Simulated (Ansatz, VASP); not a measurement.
# Two plane-wave programs on Si

```
Si
1.0
    -2.37137    2.37137    1.36914
     2.37137   -2.37137    1.36914
     2.37137    2.37137   -1.36914
Si
2
Direct
  0.25000 0.75000 0.50000
  0.50000 0.50000 0.00000
```

Change from the starting cell: strain +0.000 along x and y, +0.030 along z, atoms carried along.

Alike in both runs: task single point; functional PBE; k mesh 20 × 20 × 20; occupations gaussian, width 0.15 eV; no spin polarisation.

|  | VASP | Ansatz |
| --- | --- | --- |
| version | VASP 6.6.1 | Ansatz 0.2.0 |
| potentials or method | VASP PAW PBE potentials, release 64 (Si), cutoff 520 eV | scalar-relativistic, plane waves, PAW |
| valence electrons in the cell | 8 | 8 |

```tsv
	VASP	Ansatz	Ansatz less VASP
gap on the k mesh at the Fermi level (eV)	none	none	-
pressure (GPa)	0.3	0.4	+0.07
traceless stress, the component that is largest in VASP (GPa)	-2.70	-2.72	-0.024
```

A gap of «none» marks a metal or a gap that the smearing closes. The functional is the same, so the differences come from potentials, cutoffs and numerics.
